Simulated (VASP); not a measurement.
# P (R-3m) in VASP: notebook

The runs below take P through relaxation of shape and atoms at fixed volume, relaxation of cell and atoms, with PBE+D3(BJ).

Program: VASP 6.6.1. These are calculated values, not measurements. Logs are shortened: lines on timing, memory, paths and dates and some standing lists are left out, and cuts for length are marked.

## (1) The cell of the first run

The structure is trigonal, space group R-3m (No. 166). Conventional cell: a = 3.480 Å, b = 3.480 Å, c = 8.975 Å, α = 90.00°, β = 90.00°, γ = 120.00°. P (site symmetry 3m) has 6 P at 2.33 to 2.71 Å within 3.1 Å.

## (2) Relaxation of shape and atoms at fixed volume, PBE+D3(BJ) (15.69 Å³/atom)

The input, INCAR:

```
PREC = Accurate
ENCUT = 600
EDIFF = 1E-7
ISMEAR = 0
SIGMA = 0.1
LREAL = False
LASPH = True
NELM = 100
ALGO = Normal
ISIF = 4
LWAVE = False
LCHARG = False
GGA = PE
IVDW = 12
IBRION = 2
NSW = 50
EDIFFG = -0.01
```

The input, KPOINTS:

```
Automatic mesh
0
Gamma
  15 15 15
```

The input, POSCAR:

```
P
1.0
    1.7402006443      1.0047053105      2.9915456549
   -1.7402006443      1.0047053105      2.9915456549
    0.0000000000     -2.0094106208      2.9915456550
P
2
Direct
    0.2323148059      0.2323148059      0.2323148059
    0.7676851941      0.7676851941      0.7676851941
```

Potentials or basis: VASP PAW PBE potentials, release 64 (P).

Started as:

```console
> cat potpaw_PBE.64/P/POTCAR > POTCAR
> mpirun -np 1 vasp_std > vasp.out
```

OUTCAR:

```text
PREC = Accurate
   ENCUT = 600
   EDIFF = 1E-7
   ISMEAR = 0
   LREAL = False
   LASPH = True
   NELM = 100
   ISIF = 4
   GGA = PE
   IVDW = 12
   IBRION = 2
   NSW = 50
   EDIFFG = -0.01
 IVDW          = 12

 ion  position               nearest neighbor table
   1  0.232  0.232  0.232-   2 2.33   2 2.33   2 2.33   2 2.71   2 2.71   2 2.71
   2  0.768  0.768  0.768-   1 2.33   1 2.33   1 2.33   1 2.71   1 2.71   1 2.71

  LATTYP: Found a trigonal (rhomboedric) cell.
 ALAT       =     3.6037586557
 COS(alpha) =     0.5336443434

  Lattice vectors:

 A1 = (   1.7402006443,   1.0047053105,   2.9915456549)
 A2 = (  -1.7402006443,   1.0047053105,   2.9915456549)
 A3 = (   0.0000000000,  -2.0094106208,   2.9915456550)

Analysis of symmetry for initial positions (statically):
=====================================================================
 Subroutine PRICEL returns:
 Original cell was already a primitive cell.

 Routine SETGRP: Setting up the symmetry group for a
 trigonal (rhombohedral) supercell.

 Subroutine GETGRP returns: Found 12 space group operations
 (whereof 12 operations were pure point group operations)
 out of a pool of 12 trial point group operations.

The static configuration has the point symmetry D_3d.

Analysis of symmetry for dynamics (positions and initial velocities):
=====================================================================
 Subroutine PRICEL returns:
 Original cell was already a primitive cell.

 Routine SETGRP: Setting up the symmetry group for a
 trigonal (rhombohedral) supercell.

 Subroutine GETGRP returns: Found 12 space group operations
 (whereof 12 operations were pure point group operations)
 out of a pool of 12 trial point group operations.

The dynamic configuration has the point symmetry D_3d.

 Subroutine INISYM returns: Found 12 space group operations
 (whereof 12 operations are pure point group operations),
 and found     1 'primitive' translations

----------------------------------------------------------------------------------------

                                     Primitive cell

  volume of cell :      31.3823

  direct lattice vectors                    reciprocal lattice vectors
     1.740200644  1.004705310  2.991545655     0.287323190  0.165886121  0.111425120
    -1.740200644  1.004705310  2.991545655    -0.287323190  0.165886121  0.111425120
     0.000000000 -2.009410621  2.991545655     0.000000000 -0.331772242  0.111425120

  length of vectors
     3.603758656  3.603758656  3.603758656     0.349983397  0.349983397  0.349983397

  position of ions in fractional coordinates (direct lattice)
     0.232314806  0.232314806  0.232314806
     0.767685194  0.767685194  0.767685194

  ion indices of the primitive-cell ions
   primitive index   ion index
                 1           1
                 2           2

----------------------------------------------------------------------------------------

 KPOINTS: Automatic mesh

Automatic generation of k-mesh.
 Grid dimensions read from file:
 generate k-points for:   15   15   15

 Generating k-lattice:

  Cartesian coordinates                     Fractional coordinates (reciprocal lattice)
     0.019154879  0.011059075  0.007428341     0.066666667  0.000000000  0.000000000
    -0.019154879  0.011059075  0.007428341     0.000000000  0.066666667  0.000000000
     0.000000000 -0.022118149  0.007428341     0.000000000  0.000000000  0.066666667

  Length of vectors
     0.023332226  0.023332226  0.023332226

  Shift w.r.t. Gamma in fractional coordinates (k-lattice)
     0.000000000  0.000000000  0.000000000

 Subroutine IBZKPT returns following result:
 ===========================================

 Found    344 irreducible k-points:

 Following reciprocal coordinates:
            Coordinates               Weight
  0.000000  0.000000  0.000000      1.000000
  0.066667  0.000000  0.000000      6.000000
  0.133333  0.000000  0.000000      6.000000
  0.200000  0.000000  0.000000      6.000000
  0.266667  0.000000  0.000000      6.000000
  0.333333  0.000000  0.000000      6.000000
[... 16 lines left out ...]
  0.133333  0.133333  0.000000      6.000000
  0.200000  0.133333  0.000000     12.000000
 [... further k-points ...]
   k-points           NKPTS =    344   k-points in BZ     NKDIM =    344   number of bands    NBANDS=      9
   number of dos      NEDOS =    301   number of ions     NIONS =      2
   total plane-waves  NPLWV =  27000
   dimension x,y,z NGX =    30 NGY =   30 NGZ =   30
   dimension x,y,z NGXF=    60 NGYF=   60 NGZF=   60
   ions per type =               2
   NGX,Y,Z   is equivalent  to a cutoff of  13.84, 13.84, 13.84 a.u.
   NGXF,Y,Z  is equivalent  to a cutoff of  27.68, 27.68, 27.68 a.u.
 SYSTEM =  unknown system
   PREC   = accura    normal or accurate (medium, high low for compatibility)
   ISTART =      0    job   : 0-new  1-cont  2-samecut
   ICHARG =      2    charge: 1-file 2-atom 10-const
   ISPIN  =      1    spin polarized calculation?
   LNONCOLLINEAR =      F non collinear calculations
   LSORBIT =      F    spin-orbit coupling
   LASPH  =      T    aspherical Exc in radial PAW
   ENCUT  =  600.0 eV  44.10 Ry    6.64 a.u.   7.20  7.20  7.20*2*pi/ulx,y,z
   NELM   =    100;   NELMIN=  2; NELMDL= -5     # of ELM steps
   EDIFF  = 0.1E-06   stopping-criterion for ELM
   LREAL  =      F    real-space projection
   EDIFFG = -.1E-01   stopping-criterion for IOM
   NSW    =     50    number of steps for IOM
   IBRION =      2    ionic relax: 0-MD 1-quasi-New 2-CG
   NFREE  =      1    steps in history (QN), initial steepest desc. (CG)
   ISIF   =      4    stress and relaxation
   ISYM   =      2    0-nonsym 1-usesym 2-fastsym
   POTIM  = 0.5000    time-step for ionic-motion
   TEBEG  =    0.0;   TEEND  =   0.0 temperature during run
   PSTRESS=    0.0 pullay stress
   NELECT =      10.0000    total number of electrons
   NUPDOWN=      -1.0000    fix difference up-down
   EMIN   =  10.00;   EMAX   =-10.00  energy-range for DOS
   EFERMI =   0.00;   METHOD = LEGACY
   ISMEAR =     0;   SIGMA  =   0.10  broadening in eV -4-tet -1-fermi 0-gaus
   EFERMI_NEDOS =   21; number of points for ismear=-14 and -15
   IALGO  =     38    algorithm
   IMIX   =      4    mixing-type and parameters
     AMIX     =   0.40;   BMIX     =  1.00
     AMIX_MAG =   1.60;   BMIX_MAG =  1.00
  volume/ion in A,a.u.               =      15.69       105.89
  Fermi-wavevector in a.u.,A,eV,Ry     =   1.118184  2.113061 17.011841  1.250335
  Thomas-Fermi vector in A             =   2.254813
   LORBIT       =      0    0 simple, 1 ext, 2 COOP (PROOUT), +10 PAW based schemes
   GGA     = PE    functional components
   LHFCALC =     F    Hartree Fock is set to
   AEXX    =    0.0000 exact exchange contribution
   IVDW    =    12    specifies the selected vdW correction
   LEPSILON=     F    determine dielectric tensor
   LRPA    =     F    only Hartree local field effects (RPA)
 conjugate gradient relaxation of ions
 non-spin polarized calculation
 Gauss-broadening in eV      SIGMA  =   0.10
  energy-cutoff  :      600.00
  volume of cell :       31.38
 maximum number of plane-waves:      1061
 NGX is ok and might be reduce to    30
   NGX = 15   NGY = 15   NGZ = 15

--------------------------------------- Ionic step        1  -------------------------------------------

 number of electron      10.0000000 magnetization

 number of electron       9.9999999 magnetization

 Free energy of the ion-electron system (eV)
  ---------------------------------------------------
  ext. energy  EPLUGINS =         0.00000000
  ---------------------------------------------------
  free energy    TOTEN  =       -10.64299588 eV

  energy without entropy =      -10.64145468  energy(sigma->0) =      -10.64222528

------------------------ aborting loop because EDIFF is reached ----------------------------------------

 Edisp (eV)   -0.90060

 E8    (eV) :    -0.3412

  FORCE on cell =-STRESS in cart. coord.  units (eV):
  Direction    XX          YY          ZZ          XY          YZ          ZX
  --------------------------------------------------------------------------------------
  -------------------------------------------------------------------------------------
  Total      -0.97208    -0.97208    -0.79103     0.00000     0.00000     0.00000
  in kB     -49.62802   -49.62802   -40.38500     0.00000     0.00000     0.00000
  external pressure =      -46.55 kB  Pullay stress =        0.00 kB
[... 141 lines left out ...]
  energy  without entropy=      -11.5476499376  energy(sigma->0) =      -11.54827387

--------------------------------------- Ionic step        5  -------------------------------------------

 number of electron      10.0000000 magnetization

 Free energy of the ion-electron system (eV)
  ---------------------------------------------------
  ext. energy  EPLUGINS =         0.00000000
  ---------------------------------------------------
  free energy    TOTEN  =       -10.64830151 eV

  energy without entropy =      -10.64697290  energy(sigma->0) =      -10.64763721

 E-fermi :   9.2611     XC(G=0): -10.8966

 val. band max:        9.2436534136   @ k =   0.3333   0.0667   0.0667
 cond. band min:       9.2786821207   @ k =  -0.4667   0.0667   0.0000
 fundamental gap:      0.0350287072
 Fermi energy:         9.2610818376

 k-point     1 :       0.0000    0.0000    0.0000
  band No.  band energies     occupation
      1      -7.3386      2.00000
      2       6.1394      2.00000
      3       6.3362      2.00000
      4       6.4037      2.00000
      5       6.4037      2.00000
      6      10.9944      0.00000
      7      12.2005      0.00000
      8      12.2005      0.00000
      9      14.8335      0.00000
[... 265 lines left out ...]
 k-point    24 :       0.2000    0.1333    0.0000
  band No.  band energies     occupation
      1      -6.7127      2.00000
      2       3.0987      2.00000
      3       5.1405      2.00000
      4       5.5764      2.00000
      5       8.3798      2.00000
      6      10.5695      0.00000
      7      11.4461      0.00000
      8      13.0673      0.00000
      9      13.9392      0.00000

 [... further k-points ...]

------------------------ aborting loop because EDIFF is reached ----------------------------------------

 Edisp (eV)   -0.90067

 E8    (eV) :    -0.3412

  FORCE on cell =-STRESS in cart. coord.  units (eV):
  Direction    XX          YY          ZZ          XY          YZ          ZX
  --------------------------------------------------------------------------------------
  -------------------------------------------------------------------------------------
  Total      -0.63318    -0.63318    -0.63066     0.00000     0.00000     0.00000
  in kB     -32.32596   -32.32596   -32.19739     0.00000     0.00000     0.00000
  external pressure =      -32.28 kB  Pullay stress =        0.00 kB
[... 17 lines left out ...]
  FREE ENERGIE OF THE ION-ELECTRON SYSTEM (eV)
  ---------------------------------------------------
  free  energy   TOTEN  =       -11.5489737810 eV

  energy  without entropy=      -11.5476451769  energy(sigma->0) =      -11.54830948

 reached required accuracy - stopping structural energy minimisation
```

Run time: 11 min. Hardware: 1 thread of Intel Xeon 8259CL, shared host; peak memory 0.25 GiB.

Results:

| Property | Result |
| --- | --- |
| Free energy | -11.5490 eV |
| Energy gained by relaxing | 2.7 meV/atom |
| Ionic steps | 5 |
| Pressure after relaxing | -3.2 GPa |
| Largest force after relaxing | 0.003 eV/Å |
| Band gap on the k mesh | zero (bands 5 and 6 overlap by 0.88 eV) |
| Dispersion energy per atom | -0.450 eV |

Forces in eV/Å, atoms in the order of the input:
```
P    0.000  0.000 -0.003
P    0.000  0.000  0.003
```

The path:
| step | energy change (eV) | largest force (eV/Å) | pressure (GPa) | volume (Å³) |
| --- | --- | --- | --- | --- |
| 1 | 0.0000 | 0.2343 | -4.65 | 31.38 |
| 2 | -0.0041 | 0.0799 | -3.86 | 31.38 |
| 3 | -0.0049 | 0.0186 | -3.38 | 31.38 |
| 4 | -0.0053 | 0.0049 | -3.28 | 31.38 |
| 5 | -0.0054 | 0.0033 | -3.23 | 31.38 |

Final structure:
```
P
1.0
     1.73133    0.99958    3.02228
    -1.73133    0.99958    3.02228
     0.00000   -1.99917    3.02228
P
2
Cartesian
  0.0000 0.0000 2.0883
  0.0000 0.0000 6.9786
```

Levels at points of the mesh, in eV from the Fermi level:
```
           k point  band 2  band 3  band 4  band 5  band 6  band 7  band 8  band 9
(0.00, 0.00, 0.00)   -3.12   -2.92   -2.86   -2.86    1.73    2.94    2.94    5.57
```

(Continued in part 2 of 2.)

The gap in the log of VASP goes by the Fermi energy; the results here count the filled bands.